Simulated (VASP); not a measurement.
# TiAl3 (I4/mmm) in VASP: notebook, part 2 of 2

VASP 6.6.1. The steps go on from the part before.

### Step 4. Single point, r2SCAN

This run uses another cell than the first one, of 15.65 Å³/atom.

POSCAR

```
TiAl3
1.0
   -1.9126802366      1.9126802366      4.2774023719
    1.9126802366     -1.9126802366      4.2774023719
    1.9126802366      1.9126802366     -4.2774023719
Ti Al
1 3
Direct
    0.0000000000      0.0000000000      0.0000000000
    0.2500000000      0.7500000000      0.5000000000
    0.7500000000      0.2500000000      0.5000000000
    0.5000000000      0.5000000000      0.0000000000
```

INCAR.step1

```
SYSTEM = TiAl3
  ALGO = Normal
  EDIFF = 1E-4
  ENCUT = 520
  GGA = PE
  ISMEAR = -1
  LASPH = .TRUE.
  LCHARG = .FALSE.
  LREAL = .FALSE.
  LWAVE = .TRUE.
  NBANDS = 18
  NELM = 80
  PREC = Accurate
  SIGMA = 0.05
```

INCAR.step2

```
SYSTEM = TiAl3
  ALGO = Normal
  EDIFF = 1E-6
  ENCUT = 520
  ISIF = 2
  ISMEAR = -1
  ISTART = 1
  LASPH = .TRUE.
  LCHARG = .TRUE.
  LELF = .TRUE.
  LMIXTAU = .TRUE.
  LREAL = .FALSE.
  LVHAR = .TRUE.
  LWAVE = .FALSE.
  METAGGA = R2SCAN
  NBANDS = 18
  NELM = 80
  PREC = Accurate
  SIGMA = 0.05
```

KPOINTS

```
k-points
0
G
  10 10 10
  0 0 0
```

Potentials or basis: VASP PAW PBE potentials, release 64 (Ti_sv, Al).

Started as:

```
cat potpaw_PBE.64/Ti_sv/POTCAR potpaw_PBE.64/Al/POTCAR > POTCAR
cp INCAR.step1 INCAR
mpirun -np 1 vasp_std > vasp.out
cp INCAR.step2 INCAR
mpirun -np 1 vasp_std > vasp.out
```

OUTCAR:

```text
SYSTEM = TiAl3
   EDIFF = 1E-6
   ENCUT = 520
   ISIF = 2
   ISMEAR = -1
   ISTART = 1
   LASPH = .TRUE.
   LREAL = .FALSE.
   METAGGA = R2SCAN
   NELM = 80
   PREC = Accurate

 ion  position               nearest neighbor table
   1  0.000  0.000  0.000-   4 2.70   4 2.70   4 2.70   4 2.70   3 2.87   2 2.87   3 2.87   2 2.87
                             3 2.87   3 2.87   2 2.87   2 2.87
   2  0.250  0.750  0.500-   3 2.70   3 2.70   3 2.70   3 2.70   4 2.87   1 2.87   4 2.87   4 2.87
                             1 2.87   1 2.87   4 2.87   1 2.87
   3  0.750  0.250  0.500-   2 2.70   2 2.70   2 2.70   2 2.70   4 2.87   1 2.87   4 2.87   1 2.87
                             4 2.87   4 2.87   1 2.87   1 2.87
   4  0.500  0.500  0.000-   1 2.70   1 2.70   1 2.70   1 2.70   3 2.87   2 2.87   3 2.87   3 2.87
                             2 2.87   2 2.87   3 2.87   2 2.87

  LATTYP: Found a body centered tetragonal cell.
 ALAT       =     3.8253604732
 C/A-ratio  =     2.2363395041

  Lattice vectors:

 A1 = (  -1.9126802366,   1.9126802366,   4.2774023719)
 A2 = (   1.9126802366,  -1.9126802366,   4.2774023719)
 A3 = (   1.9126802366,   1.9126802366,  -4.2774023719)

Analysis of symmetry for initial positions (statically):
[... 182 lines left out ...]
 Fermi energy:         8.3496136370

 k-point     1 :       0.0000    0.0000    0.0000
  band No.  band energies     occupation
      1     -50.4569      2.00000
      2     -25.7281      2.00000
      3     -25.7281      2.00000
      4     -25.6586      2.00000
      5      -2.3870      2.00000
      6       5.3980      2.00000
[... 481 lines left out ...]
      5       1.0939      2.00000
      6       2.2797      2.00000
[... 10 lines left out ...]
     17      13.4719      0.00000
     18      14.7608      0.00000

 [... further k-points ...]

------------------------ aborting loop because EDIFF is reached ----------------------------------------

  FORCE on cell =-STRESS in cart. coord.  units (eV):
  Direction    XX          YY          ZZ          XY          YZ          ZX
  --------------------------------------------------------------------------------------
  -------------------------------------------------------------------------------------
  Total       -0.0348739     -0.0348739     -0.0261879      0.0000000     -0.0000000      0.0000000
  in kB       -0.8926610     -0.8926610     -0.6703253      0.0000000     -0.0000000      0.0000000
  external PRESSURE =      -0.8185491 kB  Pullay stress =       0.0000000 kB

 VOLUME and BASIS-vectors are now :
 -----------------------------------------------------------------------------
  energy-cutoff  :      520.00
  volume of cell :       62.59
      direct lattice vectors                 reciprocal lattice vectors
    -1.912680237  1.912680237  4.277402372     0.000000000  0.261413273  0.116893375
     1.912680237 -1.912680237  4.277402372     0.261413273  0.000000000  0.116893375
     1.912680237  1.912680237 -4.277402372     0.261413273  0.261413273  0.000000000

 POSITION                                       TOTAL-FORCE (eV/Angst)
 -----------------------------------------------------------------------------------
      0.00000      0.00000      0.00000        -0.000000      0.000000     -0.000000
      1.91268      0.00000      2.13870        -0.000000      0.000000      0.000000
      0.00000      1.91268      2.13870         0.000000     -0.000000     -0.000000
      0.00000      0.00000      4.27740        -0.000000      0.000000     -0.000000
 -----------------------------------------------------------------------------------
    total drift:                               -0.000000     -0.000000      0.000000

  FREE ENERGIE OF THE ION-ELECTRON SYSTEM (eV)
  ---------------------------------------------------
  free  energy   TOTEN  =       -34.9141250399 eV

  energy  without entropy=      -34.9017499668  energy(sigma->0) =      -34.90793750
```

Wall time 8.9 min (1 thread of Intel Xeon Platinum 8259CL at 2.50GHz (Skylake/Cascade Lake), shared host); peak memory 0.32 GiB.

What came out:

| Property | Result |
| --- | --- |
| Free energy | -34.9141 eV |
| Pressure | -0.1 GPa |
| Band gap on the k mesh | zero (an odd number of electrons rules out a gap without spin polarisation) |

Caveat: the PAW data sets were made with another functional, which shifts forces and pressure a little.

### Step 5. Relaxation of cell and atoms, LDA

This run uses another cell than the first one, of 15.63 Å³/atom.

INCAR

```
ALGO = Fast
EDIFF = 1E-7
EDIFFG = -0.01
ENCUT = 600
IBRION = 2
ISIF = 3
ISMEAR = -1
LASPH = True
LCHARG = False
LREAL = False
LWAVE = False
NELM = 80
NSW = 60
PREC = Accurate
SIGMA = 0.05
```

KPOINTS

```
k-points
0
Gamma
  10 10 10
```

POSCAR

```
TiAl3
1.0
   -1.9111067713      1.9111067713      4.2806687947
    1.9111067713     -1.9111067713      4.2806687947
    1.9111067713      1.9111067713     -4.2806687947
Ti Al
1 3
Direct
    0.0000000000      0.0000000000      0.0000000000
    0.2500000000      0.7500000000      0.5000000000
    0.7500000000      0.2500000000      0.5000000000
    0.5000000000      0.5000000000      0.0000000000
```

Potentials or basis: VASP PAW LDA potentials, release 64 (Ti_sv, Al).

Started as:

```
cat potpaw_LDA.64/Ti_sv/POTCAR potpaw_LDA.64/Al/POTCAR > POTCAR
mpirun -np 1 vasp_std > vasp.out
```

It took 23 min on 1 thread of Intel Xeon Platinum 8259CL at 2.50GHz (Skylake/Cascade Lake), shared host; peak memory 0.29 GiB.

It converged, with:

| Property | Result |
| --- | --- |
| Free energy | -22.8023 eV |
| Relaxed volume | 15.17 Å³/atom |
| Relaxed cell | a = 5.014 Å, b = 5.014 Å, c = 5.014 Å, α = 135.68°, β = 135.68°, γ = 64.47° |
| Space group after relaxing (to 0.1 Å) | I4/mmm (No. 139) |
| Energy gained by relaxing | 5.0 meV/atom |
| Ionic steps | 3 |
| Pressure after relaxing | 0.0 GPa |
| Band gap on the k mesh | zero (an odd number of electrons rules out a gap without spin polarisation) |

Step by step:
```tsv
step	energy change (eV)	largest force (eV/Å)	pressure (GPa)	volume (Å³)
1	0.0000	0.0000	-3.34	62.54
2	-0.0136	0.0000	2.07	59.63
3	-0.0202	0.0000	0.01	60.66
```

Final structure:
```
Ti Al
1.0
    -1.89105    1.89105    4.24082
     1.89105   -1.89105    4.24082
     1.89105    1.89105   -4.24082
Ti Al
1 3
Direct
  0.00000 0.00000 0.00000
  0.25000 0.75000 0.50000
  0.75000 0.25000 0.50000
  0.50000 0.50000 0.00000
```

Levels at points of the mesh, in eV from the Fermi level:
| k point | band 8 | band 9 | band 10 | band 11 | band 12 | band 13 | band 14 |
| --- | --- | --- | --- | --- | --- | --- | --- |
| (0.00, 0.00, 0.00) | -1.47 | -1.24 | -1.24 | 0.86 | 1.86 | 1.86 | 2.33 |
| (0.50, 0.00, 0.00) | -2.92 | -1.07 | -0.28 | 0.52 | 1.86 | 2.18 | 3.28 |
| (0.50, 0.50, 0.00) | -3.79 | -2.66 | -2.20 | -1.02 | 1.84 | 1.99 | 2.80 |
| (0.50, 0.50, 0.50) | -0.87 | -0.87 | -0.23 | 0.71 | 0.71 | 0.99 | 3.16 |

### Step 6. Single point, PBE+D4

This run uses another cell than the first one, of 15.47 Å³/atom.

INCAR

```
SYSTEM = TiAl3
PREC = Accurate ; ENCUT = 520
EDIFF = 1E-6 ; ISMEAR = -1
SIGMA = 0.05 ; LREAL = .FALSE.
LASPH = .TRUE. ; NELM = 60
ALGO = Normal ; ISIF = 2
LWAVE = .FALSE. ; LCHARG = .FALSE.
GGA = PE ; IVDW = 13
NBANDS = 18
```

KPOINTS

```
regular mesh
0
G
  10 10 10
  0 0 0
```

POSCAR

```
TiAl3
1.0
   -1.9049515418      1.9049515418      4.2616969037
    1.9049515418     -1.9049515418      4.2616969037
    1.9049515418      1.9049515418     -4.2616969037
Ti Al
1 3
Direct
    0.0000000000      0.0000000000      0.0000000000
    0.2500000000      0.7500000000      0.5000000000
    0.7500000000      0.2500000000      0.5000000000
    0.5000000000      0.5000000000      0.0000000000
```

Potentials or basis: VASP PAW PBE potentials, release 64 (Ti_sv, Al).

Started as:

```
cat potpaw_PBE.64/Ti_sv/POTCAR potpaw_PBE.64/Al/POTCAR > POTCAR
mpirun -np 1 vasp_std > vasp.out
```

Wall time 87 s (1 thread of Intel Xeon 6975P-C (Granite Rapids), shared host); peak memory 0.3 GiB.

It converged, with:

```yaml
Free_energy: -21.9799 eV
Pressure: -0.1 GPa
Band_gap_on_the_k_mesh: zero (an odd number of electrons rules out a gap without spin polarisation)
Dispersion_energy_per_atom: -0.333 eV
```

Levels at points of the mesh, in eV from the Fermi level:
```tsv
k point	band 7	band 8	band 9	band 10	band 11	band 12	band 13	band 14	band 15	band 16
(0.00, 0.00, 0.00)	-2.64	-1.43	-1.24	-1.24	0.85	1.77	1.77	2.24	2.54	3.89
(0.50, 0.00, 0.00)	-3.64	-2.95	-1.07	-0.26	0.52	1.85	2.11	2.77	3.20	4.56
(0.50, 0.50, 0.00)	-4.40	-3.80	-2.72	-2.21	-1.00	1.81	1.99	2.73	2.89	3.28
(0.50, 0.50, 0.50)	-2.02	-0.93	-0.93	-0.24	0.72	0.72	0.97	3.11	4.87	6.18
```

### Step 7. Overview

```tsv
task	level	potentials or basis	cell	cutoff (eV)	gap on the mesh (eV)	pressure (GPa)
single point	RPBE	VASP PAW PBE potentials, release 64 (Ti_sv, Al)	a = 5.129 Å, angles 135.6, 135.6, 64.6°, 4 atoms	520	none	-0.2
single point	BLYP	VASP PAW PBE potentials, release 64 (Ti_sv, Al)	a = 5.158 Å, angles 135.8, 135.8, 64.3°, 4 atoms	520	none	0.2
single point	r2SCAN	VASP PAW PBE potentials, release 64 (Ti_sv, Al)	a = 5.061 Å, angles 135.6, 135.6, 64.6°, 4 atoms	520	none	-0.1
relaxation of cell and atoms	LDA	VASP PAW LDA potentials, release 64 (Ti_sv, Al)	relaxed from a = 5.062 Å, angles 135.6, 135.6, 64.5°, 4 atoms	600	none	0.0
single point	PBE+D4	VASP PAW PBE potentials, release 64 (Ti_sv, Al)	a = 5.042 Å, angles 135.6, 135.6, 64.6°, 4 atoms	520	none	-0.1
```

Alike in all rows: no spin polarisation; k mesh 10 × 10 × 10; smearing fermi-dirac 0.05 eV.

Caveats: the PAW data sets were made with another functional, which shifts forces and pressure a little (at least some runs).

Absolute energies hang on the potentials; compare differences alone.
